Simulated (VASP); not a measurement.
# MgS (P6_3mc) in VASP: single point with LDA

Aim: the single point of MgS with LDA.

Program: VASP 6.6.1. These are calculated values, not measurements. Logs are shortened: lines on timing, memory, paths and dates and some standing lists are left out, and cuts for length are marked.

## 1. The cell of the first run

The structure is hexagonal, space group P6_3mc (No. 186). Conventional cell: a = 4.035 Å, b = 4.035 Å, c = 6.432 Å, α = 90.00°, β = 90.00°, γ = 120.00°. Mg (site symmetry 3m) has 4 S at 2.45 to 2.47 Å within 3.2 Å. Within 3.2 Å of S (site symmetry 3m) lie 4 Mg at 2.45 to 2.47 Å.

## 2. Single point, LDA

INCAR reads:

```
SYSTEM = MgS
PREC = Accurate
ENCUT = 600
EDIFF = 1E-6
ISMEAR = 0
SIGMA = 0.01
LREAL = .FALSE.
LASPH = .TRUE.
NELM = 120
ALGO = Normal
ISIF = 2
LWAVE = .FALSE.
LCHARG = .FALSE.
GGA = CA
NBANDS = 16
GGA_COMPAT = .FALSE.
```

KPOINTS reads:

```
regular mesh
0
G
  6 6 3
  0 0 0
```

POSCAR reads:

```
MgS
1.0
    4.0346224100      0.0000000000      0.0000000000
   -2.0173112000      3.4940855000      0.0000000000
    0.0000000000      0.0000000000      6.4322941800
Mg S
2 2
Direct
    0.6666666676      0.3333333286      0.4957548506
    0.3333333285      0.6666666686      0.9957548506
    0.3333333285      0.6666666686      0.3792441502
    0.6666666676      0.3333333286      0.8792441502
```

Potentials or basis: VASP PAW LDA potentials, release 64 (Mg, S).

On the command line:

```console
$ cat potpaw_LDA.64/Mg/POTCAR potpaw_LDA.64/S/POTCAR > POTCAR
$ mpirun -np 1 vasp_std > vasp.out
```

OUTCAR:

```text
SYSTEM = MgS
   PREC = Accurate
   ENCUT = 600
   EDIFF = 1E-6
   ISMEAR = 0
   LREAL = .FALSE.
   LASPH = .TRUE.
   NELM = 120
   ISIF = 2
   GGA = CA

 ion  position               nearest neighbor table
   1  0.667  0.333  0.496-   3 2.45   3 2.45   3 2.45   4 2.47
   2  0.333  0.667  0.996-   4 2.45   4 2.45   4 2.45   3 2.47
   3  0.333  0.667  0.379-   1 2.45   1 2.45   1 2.45   2 2.47
   4  0.667  0.333  0.879-   2 2.45   2 2.45   2 2.45   1 2.47

  LATTYP: Found a hexagonal cell.
 ALAT       =     4.0346224100
 C/A-ratio  =     1.5942741418

  Lattice vectors:

 A1 = (   4.0346224100,   0.0000000000,   0.0000000000)
 A2 = (  -2.0173112000,   3.4940855000,   0.0000000000)
 A3 = (   0.0000000000,   0.0000000000,   6.4322941800)

Analysis of symmetry for initial positions (statically):
=====================================================================
 Subroutine PRICEL returns:
 Original cell was already a primitive cell.

 Routine SETGRP: Setting up the symmetry group for a
 hexagonal supercell.

 Subroutine GETGRP returns: Found 12 space group operations
 (whereof  6 operations were pure point group operations)
 out of a pool of 24 trial point group operations.

The static configuration has the point symmetry C_3v.
 The point group associated with its full space group is C_6v.

Analysis of symmetry for dynamics (positions and initial velocities):
=====================================================================
 Subroutine PRICEL returns:
 Original cell was already a primitive cell.

 Routine SETGRP: Setting up the symmetry group for a
 hexagonal supercell.

 Subroutine GETGRP returns: Found 12 space group operations
 (whereof  6 operations were pure point group operations)
 out of a pool of 24 trial point group operations.

The dynamic configuration has the point symmetry C_3v.
 The point group associated with its full space group is C_6v.

 Subroutine INISYM returns: Found 12 space group operations
 (whereof  6 operations are pure point group operations),
 and found     1 'primitive' translations

----------------------------------------------------------------------------------------

                                     Primitive cell

  volume of cell :      90.6781

  direct lattice vectors                    reciprocal lattice vectors
     4.034622410  0.000000000  0.000000000     0.247854669  0.143098959  0.000000000
    -2.017311200  3.494085500  0.000000000     0.000000000  0.286197919  0.000000000
     0.000000000  0.000000000  6.432294180     0.000000000  0.000000000  0.155465526

  length of vectors
     4.034622410  4.034622406  6.432294180     0.286197919  0.286197919  0.155465526

  position of ions in fractional coordinates (direct lattice)
     0.666666668  0.333333329  0.495754851
     0.333333328  0.666666669  0.995754851
     0.333333328  0.666666669  0.379244150
     0.666666668  0.333333329  0.879244150

  ion indices of the primitive-cell ions
   primitive index   ion index
                 1           1
                 2           2
                 3           3
                 4           4

----------------------------------------------------------------------------------------

 KPOINTS: regular mesh

Automatic generation of k-mesh.
 Grid dimensions read from file:
 generate k-points for:    6    6    3

 Generating k-lattice:

  Cartesian coordinates                     Fractional coordinates (reciprocal lattice)
     0.041309111  0.023849827  0.000000000     0.166666667  0.000000000  0.000000000
     0.000000000  0.047699653  0.000000000     0.000000000  0.166666667  0.000000000
     0.000000000  0.000000000  0.051821842     0.000000000  0.000000000  0.333333333

  Length of vectors
     0.047699653  0.047699653  0.051821842

  Shift w.r.t. Gamma in fractional coordinates (k-lattice)
     0.000000000  0.000000000  0.000000000

 Subroutine IBZKPT returns following result:
 ===========================================

 Found     14 irreducible k-points:

 Following reciprocal coordinates:
            Coordinates               Weight
  0.000000  0.000000  0.000000      1.000000
  0.166667 -0.000000  0.000000      6.000000
  0.333333 -0.000000  0.000000      6.000000
  0.500000 -0.000000  0.000000      3.000000
  0.166667  0.166667  0.000000      6.000000
  0.333333  0.166667  0.000000     12.000000
  0.333333  0.333333  0.000000      2.000000
  0.000000  0.000000  0.333333      2.000000
  0.166667 -0.000000  0.333333     12.000000
  0.333333 -0.000000  0.333333     12.000000
  0.500000 -0.000000  0.333333      6.000000
  0.166667  0.166667  0.333333     12.000000
  0.333333  0.166667  0.333333     24.000000
  0.333333  0.333333  0.333333      4.000000
   k-points           NKPTS =     14   k-points in BZ     NKDIM =     14   number of bands    NBANDS=     16
   number of dos      NEDOS =    301   number of ions     NIONS =      4
   total plane-waves  NPLWV =  55296
   dimension x,y,z NGX =    32 NGY =   32 NGZ =   54
   dimension x,y,z NGXF=    64 NGYF=   64 NGZF=  108
   ions per type =               2   2
   NGX,Y,Z   is equivalent  to a cutoff of  13.19, 13.19, 13.96 a.u.
   NGXF,Y,Z  is equivalent  to a cutoff of  26.37, 26.37, 27.91 a.u.
 SYSTEM =  MgS
   PREC   = accura    normal or accurate (medium, high low for compatibility)
   ISTART =      0    job   : 0-new  1-cont  2-samecut
   ICHARG =      2    charge: 1-file 2-atom 10-const
   ISPIN  =      1    spin polarized calculation?
   LNONCOLLINEAR =      F non collinear calculations
   LSORBIT =      F    spin-orbit coupling
   LASPH  =      T    aspherical Exc in radial PAW
   ENCUT  =  600.0 eV  44.10 Ry    6.64 a.u.   8.06  8.06 12.85*2*pi/ulx,y,z
   NELM   =    120;   NELMIN=  2; NELMDL= -5     # of ELM steps
   EDIFF  = 0.1E-05   stopping-criterion for ELM
   LREAL  =      F    real-space projection
   EDIFFG = 0.1E-04   stopping-criterion for IOM
   NSW    =      0    number of steps for IOM
   IBRION =     -1    ionic relax: 0-MD 1-quasi-New 2-CG
   NFREE  =      0    steps in history (QN), initial steepest desc. (CG)
   ISIF   =      2    stress and relaxation
   ISYM   =      2    0-nonsym 1-usesym 2-fastsym
   POTIM  = 0.5000    time-step for ionic-motion
   TEBEG  =    0.0;   TEEND  =   0.0 temperature during run
   PSTRESS=    0.0 pullay stress
   NELECT =      16.0000    total number of electrons
   NUPDOWN=      -1.0000    fix difference up-down
   EMIN   =  10.00;   EMAX   =-10.00  energy-range for DOS
   EFERMI =   0.00;   METHOD = LEGACY
   ISMEAR =     0;   SIGMA  =   0.01  broadening in eV -4-tet -1-fermi 0-gaus
   EFERMI_NEDOS =   21; number of points for ismear=-14 and -15
   IALGO  =     38    algorithm
   IMIX   =      4    mixing-type and parameters
     AMIX     =   0.40;   BMIX     =  1.00
     AMIX_MAG =   1.60;   BMIX_MAG =  1.00
  volume/ion in A,a.u.               =      22.67       152.98
  Fermi-wavevector in a.u.,A,eV,Ry     =   0.918221  1.735187 11.471486  0.843130
  Thomas-Fermi vector in A             =   2.043279
   LORBIT       =      0    0 simple, 1 ext, 2 COOP (PROOUT), +10 PAW based schemes
   GGA     = CA    functional components
   LHFCALC =     F    Hartree Fock is set to
   AEXX    =    0.0000 exact exchange contribution
   IVDW    =     0    specifies the selected vdW correction
   LEPSILON=     F    determine dielectric tensor
   LRPA    =     F    only Hartree local field effects (RPA)
 non-spin polarized calculation
 Gauss-broadening in eV      SIGMA  =   0.01
  energy-cutoff  :      600.00
  volume of cell :       90.68
 maximum number of plane-waves:      3054
   NGX = 17   NGY = 17   NGZ = 25

 number of electron      15.9999998 magnetization

 Free energy of the ion-electron system (eV)
  ---------------------------------------------------
  ext. energy  EPLUGINS =         0.00000000
  ---------------------------------------------------
  free energy    TOTEN  =       -18.79464822 eV

  energy without entropy =      -18.79464822  energy(sigma->0) =      -18.79464822

 E-fermi :   1.0788     XC(G=0):  -8.7573

 val. band max:        1.0301582038   @ k =   0.0000   0.0000   0.0000
 cond. band min:       4.1895219756   @ k =   0.0000   0.0000   0.0000
 fundamental gap:      3.1593637719
 Fermi energy:         1.0788387082

 k-point     1 :       0.0000    0.0000    0.0000
  band No.  band energies     occupation
      1     -10.3518      2.00000
      2      -9.6012      2.00000
      3      -2.2729      2.00000
      4       0.4396      2.00000
      5       0.4396      2.00000
      6       0.8675      2.00000
[... 8 lines left out ...]
     15       9.3504      0.00000
     16       9.9056      0.00000

 k-point     2 :       0.1667   -0.0000    0.0000
  band No.  band energies     occupation
      1     -10.2157      2.00000
      2      -9.5360      2.00000
      3      -2.0570      2.00000
      4      -0.3485      2.00000
      5       0.0508      2.00000
      6       0.2284      2.00000
[... 8 lines left out ...]
     15       9.4861      0.00000
     16       9.5952      0.00000

 k-point     3 :       0.3333   -0.0000    0.0000
  band No.  band energies     occupation
      1      -9.8911      2.00000
      2      -9.4270      2.00000
      3      -1.6462      2.00000
      4      -1.3772      2.00000
      5      -1.0126      2.00000
      6      -0.1049      2.00000
[... 8 lines left out ...]
     15       9.4797      0.00000
     16      10.9701      0.00000

 k-point     4 :       0.5000   -0.0000    0.0000
  band No.  band energies     occupation
      1      -9.6660      2.00000
      2      -9.4171      2.00000
      3      -2.0675      2.00000
      4      -1.4836      2.00000
      5      -0.9014      2.00000
      6      -0.2464      2.00000
[... 8 lines left out ...]
     15       9.9082      0.00000
     16      11.8185      0.00000

 k-point     5 :       0.1667    0.1667    0.0000
  band No.  band energies     occupation
      1      -9.9829      2.00000
      2      -9.4485      2.00000
      3      -1.6703      2.00000
      4      -0.9706      2.00000
      5      -0.9626      2.00000
      6      -0.0675      2.00000
[... 8 lines left out ...]
     15       9.8043      0.00000
     16      10.1058      0.00000

 k-point     6 :       0.3333    0.1667    0.0000
  band No.  band energies     occupation
      1      -9.6770      2.00000
      2      -9.4086      2.00000
      3      -1.7906      2.00000
      4      -1.3649      2.00000
      5      -0.9351      2.00000
      6      -0.6272      2.00000
[... 8 lines left out ...]
     15       9.6942      0.00000
     16      11.1726      0.00000

 k-point     7 :       0.3333    0.3333    0.0000
  band No.  band energies     occupation
      1      -9.4831      2.00000
      2      -9.4831      2.00000
      3      -1.5208      2.00000
      4      -1.3312      2.00000
      5      -1.3312      2.00000
      6      -0.3679      2.00000
[... 8 lines left out ...]
     15      10.2828      0.00000
     16      11.0463      0.00000

 k-point     8 :       0.0000    0.0000    0.3333
  band No.  band energies     occupation
      1     -10.1863      2.00000
      2      -9.8143      2.00000
      3      -1.6396      2.00000
      4      -0.1236      2.00000
      5       0.5411      2.00000
      6       0.5411      2.00000
[... 8 lines left out ...]
     15       8.7832      0.00000
     16       8.9315      0.00000

 k-point     9 :       0.1667   -0.0000    0.3333
  band No.  band energies     occupation
      1     -10.0633      2.00000
      2      -9.7257      2.00000
      3      -1.5841      2.00000
      4      -0.5820      2.00000
      5      -0.0447      2.00000
      6       0.3588      2.00000
[... 8 lines left out ...]
     15       9.3657      0.00000
     16       9.4180      0.00000

 k-point    10 :       0.3333   -0.0000    0.3333
  band No.  band energies     occupation
      1      -9.7808      2.00000
      2      -9.5490      2.00000
      3      -1.8721      2.00000
      4      -1.5355      2.00000
      5      -0.4159      2.00000
      6       0.0566      2.00000
[... 8 lines left out ...]
     15       9.7216      0.00000
     16      10.6333      0.00000

 k-point    11 :       0.5000   -0.0000    0.3333
  band No.  band energies     occupation
      1      -9.6016      2.00000
      2      -9.4768      2.00000
      3      -2.2255      2.00000
      4      -1.9519      2.00000
      5      -0.2251      2.00000
      6      -0.0751      2.00000
[... 8 lines left out ...]
     15      10.5762      0.00000
     16      11.1911      0.00000

 k-point    12 :       0.1667    0.1667    0.3333
  band No.  band energies     occupation
      1      -9.8585      2.00000
      2      -9.5919      2.00000
      3      -1.6646      2.00000
      4      -1.2621      2.00000
      5      -0.3276      2.00000
      6      -0.1129      2.00000
[... 8 lines left out ...]
     15       9.2075      0.00000
     16      10.1431      0.00000

 k-point    13 :       0.3333    0.1667    0.3333
  band No.  band energies     occupation
      1      -9.6084      2.00000
      2      -9.4739      2.00000
      3      -1.9909      2.00000
      4      -1.7855      2.00000
      5      -0.6621      2.00000
      6      -0.2277      2.00000
[... 8 lines left out ...]
     15      10.0553      0.00000
     16      10.7179      0.00000

 k-point    14 :       0.3333    0.3333    0.3333
  band No.  band energies     occupation
      1      -9.4778      2.00000
      2      -9.4778      2.00000
      3      -1.7532      2.00000
      4      -1.7532      2.00000
      5      -1.2891      2.00000
      6      -0.7277      2.00000
[... 8 lines left out ...]
     15      10.0650      0.00000
     16      10.8190      0.00000

------------------------ aborting loop because EDIFF is reached ----------------------------------------

  FORCE on cell =-STRESS in cart. coord.  units (eV):
  Direction    XX          YY          ZZ          XY          YZ          ZX
  --------------------------------------------------------------------------------------
  -------------------------------------------------------------------------------------
  Total       -1.3108034     -1.3108034     -1.4122413     -0.0000000      0.0000000      0.0000000
  in kB      -23.1603870    -23.1603870    -24.9526789     -0.0000000      0.0000000      0.0000000
  external PRESSURE =     -23.7578176 kB  Pullay stress =       0.0000000 kB

 VOLUME and BASIS-vectors are now :
 -----------------------------------------------------------------------------
  energy-cutoff  :      600.00
  volume of cell :       90.68
      direct lattice vectors                 reciprocal lattice vectors
     4.034622410  0.000000000  0.000000000     0.247854669  0.143098959  0.000000000
    -2.017311200  3.494085500  0.000000000     0.000000000  0.286197919  0.000000000
     0.000000000  0.000000000  6.432294180     0.000000000  0.000000000  0.155465526

 POSITION                                       TOTAL-FORCE (eV/Angst)
 -----------------------------------------------------------------------------------
      2.01731      1.16470      3.18884         0.000000     -0.000000      0.053720
     -0.00000      2.32939      6.40499        -0.000000      0.000000      0.053720
     -0.00000      2.32939      2.43941         0.000000     -0.000000     -0.053720
      2.01731      1.16470      5.65556        -0.000000     -0.000000     -0.053720
 -----------------------------------------------------------------------------------
    total drift:                               -0.000002      0.000010     -0.000119

  FREE ENERGIE OF THE ION-ELECTRON SYSTEM (eV)
  ---------------------------------------------------
  free  energy   TOTEN  =       -18.7946482242 eV

  energy  without entropy=      -18.7946482242  energy(sigma->0) =      -18.79464822
```

It took 14 s on 1 thread of Intel Xeon Platinum 8375C at 2.90GHz (Ice Lake), shared host; peak memory 0.19 GiB.

What came out:

```yaml
Free_energy: -18.7946 eV
Pressure: -2.4 GPa
Largest_force: 0.054 eV/Å
Band_gap_on_the_k_mesh: 3.16 eV, direct
```

Forces on the atoms (eV/Å):
```
Mg   0.000  0.000  0.054
Mg   0.000  0.000  0.054
S    0.000  0.000 -0.054
S    0.000  0.000 -0.054
```

A hybrid or GW would open this gap; LDA tends to underestimate it.
